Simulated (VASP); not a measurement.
# Bi2Se3 (R-3m) in VASP: notebook

The runs below take Bi2Se3 through single point, with PBEsol.

Program: VASP 6.6.1. These are calculated values, not measurements. Logs are shortened: lines on timing, memory, paths and dates and some standing lists are left out, and cuts for length are marked.

## (1) The cell of the first run

It takes space group R-3m (No. 166, trigonal). The conventional cell has a = 3.924 Å, b = 3.924 Å, c = 28.620 Å, α = 90.00°, β = 90.00°, γ = 120.00°. Within 3.6 Å of Bi (site symmetry 3m) lie 6 Se at 2.75 to 2.97 Å. Se (site symmetry -3m) has 6 Bi at 2.97 Å and 12 Se at 3.92 to 4.15 Å within 4.2 Å. Within 3.6 Å of Se (site symmetry 3m) lie 3 Bi at 2.75 Å and 3 Se at 3.43 Å.

## (2) Single point, PBEsol (strain -0.050 along x and y, +0.000 along z)

INCAR reads:

```
ALGO = Normal ; EDIFF = 1E-6
ENCUT = 500 ; GGA = PS
GGA_COMPAT = False ; ISIF = 2
ISMEAR = 0 ; LASPH = True
LCHARG = False ; LREAL = False
LWAVE = False ; NBANDS = 32
NELM = 120 ; PREC = Accurate
SIGMA = 0.03
```

KPOINTS reads:

```
k-points
0
Gamma
  12 12 12
```

POSCAR reads:

```
Bi2Se3
1.0
    1.9619119265      1.1327103789      9.5399067001
   -1.9619119265      1.1327103789      9.5399067001
    0.0000000000     -2.2654207577      9.5399067001
Bi Se
2 3
Direct
    0.4002583896      0.4002583896      0.4002583896
    0.5997416104      0.5997416104      0.5997416104
    0.0000000000      0.0000000000      0.0000000000
    0.2116390873      0.2116390873      0.2116390873
    0.7883609127      0.7883609127      0.7883609127
```

Potentials or basis: VASP PAW PBE potentials, release 64 (Bi_d, Se).

Command:

```console
$ cat potpaw_PBE.64/Bi_d/POTCAR potpaw_PBE.64/Se/POTCAR > POTCAR
$ mpirun -np 1 vasp_std > vasp.out
```

OUTCAR:

```text
EDIFF = 1E-6
   ENCUT = 500
   GGA = PS
   ISIF = 2
   ISMEAR = 0
   LASPH = True
   LREAL = False
   NELM = 120
   PREC = Accurate

 ion  position               nearest neighbor table
   1  0.400  0.400  0.400-   5 2.75   5 2.75   5 2.75   3 2.97   3 2.97   3 2.97
   2  0.600  0.600  0.600-   4 2.75   4 2.75   4 2.75   3 2.97   3 2.97   3 2.97
   3  0.000  0.000  0.000-   2 2.97   1 2.97   2 2.97   2 2.97   1 2.97   1 2.97
   4  0.212  0.212  0.212-   2 2.75   2 2.75   2 2.75
   5  0.788  0.788  0.788-   1 2.75   1 2.75   1 2.75

  LATTYP: Found a trigonal (rhomboedric) cell.
 ALAT       =     9.8052002048
 COS(alpha) =     0.9199288476

  Lattice vectors:

 A1 = (   1.9619119265,   1.1327103789,   9.5399067001)
 A2 = (  -1.9619119265,   1.1327103789,   9.5399067001)
 A3 = (   0.0000000000,  -2.2654207577,   9.5399067001)

Analysis of symmetry for initial positions (statically):
=====================================================================
 Subroutine PRICEL returns:
 Original cell was already a primitive cell.

 Routine SETGRP: Setting up the symmetry group for a
 trigonal (rhombohedral) supercell.

 Subroutine GETGRP returns: Found 12 space group operations
 (whereof 12 operations were pure point group operations)
 out of a pool of 12 trial point group operations.

The static configuration has the point symmetry D_3d.

Analysis of symmetry for dynamics (positions and initial velocities):
=====================================================================
 Subroutine PRICEL returns:
 Original cell was already a primitive cell.

 Routine SETGRP: Setting up the symmetry group for a
 trigonal (rhombohedral) supercell.

 Subroutine GETGRP returns: Found 12 space group operations
 (whereof 12 operations were pure point group operations)
 out of a pool of 12 trial point group operations.

The dynamic configuration has the point symmetry D_3d.

 Subroutine INISYM returns: Found 12 space group operations
 (whereof 12 operations are pure point group operations),
 and found     1 'primitive' translations

----------------------------------------------------------------------------------------

                                     Primitive cell

  volume of cell :     127.2019

  direct lattice vectors                    reciprocal lattice vectors
     1.961911927  1.132710379  9.539906700     0.254853438  0.147139701  0.034940943
    -1.961911927  1.132710379  9.539906700    -0.254853438  0.147139701  0.034940943
[... 94 lines left out ...]
   NSW    =      0    number of steps for IOM
   IBRION =     -1    ionic relax: 0-MD 1-quasi-New 2-CG
   NFREE  =      0    steps in history (QN), initial steepest desc. (CG)
   ISIF   =      2    stress and relaxation
   ISYM   =      2    0-nonsym 1-usesym 2-fastsym
   POTIM  = 0.5000    time-step for ionic-motion
   TEBEG  =    0.0;   TEEND  =   0.0 temperature during run
   PSTRESS=    0.0 pullay stress
   NELECT =      48.0000    total number of electrons
   NUPDOWN=      -1.0000    fix difference up-down
   EMIN   =  10.00;   EMAX   =-10.00  energy-range for DOS
   EFERMI =   0.00;   METHOD = LEGACY
   ISMEAR =     0;   SIGMA  =   0.03  broadening in eV -4-tet -1-fermi 0-gaus
   EFERMI_NEDOS =   21; number of points for ismear=-14 and -15
   IALGO  =     38    algorithm
   IMIX   =      4    mixing-type and parameters
     AMIX     =   0.40;   BMIX     =  1.00
     AMIX_MAG =   1.60;   BMIX_MAG =  1.00
  volume/ion in A,a.u.               =      25.44       171.68
  Fermi-wavevector in a.u.,A,eV,Ry     =   1.183016  2.235576 19.041722  1.399527
  Thomas-Fermi vector in A             =   2.319259
   LORBIT       =      0    0 simple, 1 ext, 2 COOP (PROOUT), +10 PAW based schemes
   GGA     = PS    functional components
   LHFCALC =     F    Hartree Fock is set to
   AEXX    =    0.0000 exact exchange contribution
   IVDW    =     0    specifies the selected vdW correction
   LEPSILON=     F    determine dielectric tensor
   LRPA    =     F    only Hartree local field effects (RPA)
 non-spin polarized calculation
 Gauss-broadening in eV      SIGMA  =   0.03
  energy-cutoff  :      500.00
  volume of cell :      127.20
 maximum number of plane-waves:      3258
   NGX = 35   NGY = 35   NGZ = 35

 number of electron      48.0000005 magnetization

 Free energy of the ion-electron system (eV)
  ---------------------------------------------------
  ext. energy  EPLUGINS =         0.00000000
  ---------------------------------------------------
  free energy    TOTEN  =       -21.68901677 eV

  energy without entropy =      -21.68901676  energy(sigma->0) =      -21.68901676

 E-fermi :   6.4970     XC(G=0): -10.1839

 val. band max:        6.4050618746   @ k =   0.0000   0.0000   0.0000
 cond. band min:       6.5888849565   @ k =   0.0000   0.0000   0.0000
 fundamental gap:      0.1838230819
 Fermi energy:         6.4969919245

 k-point     1 :       0.0000    0.0000    0.0000
  band No.  band energies     occupation
      1     -17.0085      2.00000
      2     -17.0085      2.00000
      3     -17.0057      2.00000
      4     -17.0057      2.00000
      5     -16.9790      2.00000
      6     -16.9747      2.00000
[... 829 lines left out ...]
     31      10.8448      0.00000
     32      11.8297      0.00000

 [... further k-points ...]

------------------------ aborting loop because EDIFF is reached ----------------------------------------

  FORCE on cell =-STRESS in cart. coord.  units (eV):
  Direction    XX          YY          ZZ          XY          YZ          ZX
  --------------------------------------------------------------------------------------
  -------------------------------------------------------------------------------------
  Total        7.1918551      7.1918551      5.4111669      0.0000000      0.0000000      0.0000000
  in kB       90.5853040     90.5853040     68.1565731      0.0000000      0.0000000      0.0000000
  external PRESSURE =      83.1090603 kB  Pullay stress =       0.0000000 kB

 VOLUME and BASIS-vectors are now :
 -----------------------------------------------------------------------------
  energy-cutoff  :      500.00
  volume of cell :      127.20
      direct lattice vectors                 reciprocal lattice vectors
     1.961911927  1.132710379  9.539906700     0.254853438  0.147139701  0.034940943
    -1.961911927  1.132710379  9.539906700    -0.254853438  0.147139701  0.034940943
     0.000000000 -2.265420758  9.539906700     0.000000000 -0.294279402  0.034940943

 POSITION                                       TOTAL-FORCE (eV/Angst)
 -----------------------------------------------------------------------------------
      0.00000      0.00000     11.45528         0.000000     -0.000000     -0.398008
      0.00000      0.00000     17.16444         0.000000      0.000000      0.398008
      0.00000      0.00000      0.00000         0.000000      0.000000      0.000000
      0.00000      0.00000      6.05705         0.000000     -0.000000     -0.821175
      0.00000      0.00000     22.56267         0.000000      0.000000      0.821175
 -----------------------------------------------------------------------------------
    total drift:                               -0.000000     -0.000000     -0.000000

  FREE ENERGIE OF THE ION-ELECTRON SYSTEM (eV)
  ---------------------------------------------------
  free  energy   TOTEN  =       -21.6890167656 eV

  energy  without entropy=      -21.6890167640  energy(sigma->0) =      -21.68901676
```

OSZICAR:

```text
N       E                     dE             d eps       ncg     rms          rms(c)
DAV:   1     0.475280977168E+03    0.47528E+03   -0.22660E+04 12096   0.157E+03
DAV:   2     0.343327831667E+02   -0.44095E+03   -0.42193E+03 12256   0.425E+02
DAV:   3    -0.199449925351E+02   -0.54278E+02   -0.51381E+02 16000   0.152E+02
DAV:   4    -0.222283519497E+02   -0.22834E+01   -0.22712E+01 13648   0.323E+01
DAV:   5    -0.223136335481E+02   -0.85282E-01   -0.85267E-01 17472   0.653E+00    0.564E+00
DAV:   6    -0.217033858256E+02    0.61025E+00   -0.75730E-01 17136   0.670E+00    0.363E+00
DAV:   7    -0.216888398702E+02    0.14546E-01   -0.33029E-01 14792   0.243E+00    0.165E+00
DAV:   8    -0.216895150839E+02   -0.67521E-03   -0.39099E-02 14040   0.112E+00    0.532E-01
DAV:   9    -0.216889525072E+02    0.56258E-03   -0.20229E-03 15504   0.405E-01    0.112E-01
DAV:  10    -0.216890030102E+02   -0.50503E-04   -0.95651E-04 13688   0.153E-01    0.408E-02
DAV:  11    -0.216890109661E+02   -0.79559E-05   -0.81887E-05 14944   0.559E-02    0.256E-02
DAV:  12    -0.216890164335E+02   -0.54674E-05   -0.20069E-05 12736   0.216E-02    0.737E-03
DAV:  13    -0.216890167656E+02   -0.33215E-06   -0.25694E-06 10456   0.173E-02
   1 F= -.21689017E+02 E0= -.21689017E+02  d E =-.164281E-08
```

stdout:

```text
POSCAR found type information on POSCAR BiSe
 POSCAR found :  2 types and       5 ions
 scaLAPACK will be used
 -----------------------------------------------------------------------------
|                                                                             |
|                                                                             |
|     You enforced a specific xc type in the INCAR file but a different       |
|     I HOPE YOU KNOW WHAT YOU ARE DOING!                                     |
|                                                                             |
 -----------------------------------------------------------------------------

 LDA part: xc-table for (Slater+PW92), standard interpolation
 POSCAR, INCAR and KPOINTS ok, starting setup
 FFT: planning ... GRIDC
 FFT: planning ... GRID_SOFT
 FFT: planning ... GRID
 WAVECAR not read
 entering main loop
```

Wall time 41 min (1 thread of Intel Xeon Platinum 8559C (Emerald Rapids), shared host); peak memory 1.1 GiB.

Results:

```yaml
Free_energy: -21.6890 eV
Pressure: 8.3 GPa
Largest_force: 0.821 eV/Å
Band_gap_on_the_k_mesh: 0.18 eV
```

Forces on the atoms (eV/Å):
```
Bi   0.000  0.000 -0.398
Bi   0.000  0.000  0.398
Se   0.000  0.000  0.000
Se   0.000  0.000 -0.821
Se   0.000  0.000  0.821
```

Caveat: the cell differs from its parent crystal (strain -0.050 along x and y, +0.000 along z); the cell stands under pressure; the PAW data sets were made with another functional, which shifts forces and pressure a little; spin-orbit coupling is left out, which moves the levels of the heavy elements.

## (3) Single point, PBEsol (strain -0.050 along x and y, +0.025 along z)

INCAR reads:

```
PREC = Accurate
ENCUT = 500
EDIFF = 1E-6
ISMEAR = 0
SIGMA = 0.03
LREAL = F
LASPH = T
NELM = 120
ALGO = Normal
ISIF = 2
LWAVE = F
LCHARG = T
GGA = PS
LELF = T
LVHAR = T
NBANDS = 32
GGA_COMPAT = F
```

KPOINTS reads:

```
regular mesh
0
Gamma
  12 12 12
```

POSCAR: that of step 2 with these lines changed.

```diff
@@ -2,5 +2,5 @@
 1.0
-    1.9619119265      1.1327103789      9.5399067001
-   -1.9619119265      1.1327103789      9.5399067001
-    0.0000000000     -2.2654207577      9.5399067001
+    1.9619119265      1.1327103789      9.7784043676
+   -1.9619119265      1.1327103789      9.7784043676
+    0.0000000000     -2.2654207577      9.7784043676
 Bi Se
```

Potentials or basis: VASP PAW PBE potentials, release 64 (Bi_d, Se).

Command:

```console
$ cat potpaw_PBE.64/Bi_d/POTCAR potpaw_PBE.64/Se/POTCAR > POTCAR
$ mpirun -np 1 vasp_std > vasp.out
```

It took 1.7 h on 1 thread of Oxide Virtual Turin-like, shared host; peak memory 1.3 GiB.

Results (log left out):

| Property | Result |
| --- | --- |
| Free energy | -21.7932 eV |
| Pressure | 5.9 GPa |
| Largest force | 0.500 eV/Å |
| Band gap on the k mesh | 0.30 eV |

Forces on the atoms (eV/Å):
```
Bi   0.000  0.000 -0.328
Bi   0.000  0.000  0.328
Se   0.000  0.000  0.000
Se   0.000  0.000 -0.500
Se   0.000  0.000  0.500
```

Stress tensor (GPa, compression positive):
```
7.07 0.00 0.00
0.00 7.07 0.00
0.00 0.00 3.64
```

Levels at points of the mesh, in eV from the valence-band top:
```tsv
k point	band 20	band 21	band 22	band 23	band 24	band 25	band 26	band 27	band 28	band 29
(0.00, 0.00, 0.00)	-2.03	-2.03	-1.37	-1.37	0.00	0.30	1.43	1.43	2.16	2.67
(0.50, 0.00, 0.00)	-3.69	-3.40	-2.93	-1.62	-0.91	0.51	1.63	2.48	2.53	3.34
(0.50, 0.50, 0.00)	-2.99	-2.52	-2.36	-1.99	-1.72	0.61	1.53	2.30	2.75	3.28
(0.50, 0.50, 0.50)	-1.79	-1.53	-1.53	-1.51	-0.76	0.69	1.69	1.69	2.21	2.38
```

Caveat: the cell differs from its parent crystal (strain -0.050 along x and y, +0.025 along z); the cell stands under pressure; the PAW data sets were made with another functional, which shifts forces and pressure a little; spin-orbit coupling is left out, which moves the levels of the heavy elements. A k mesh can miss the band edges.
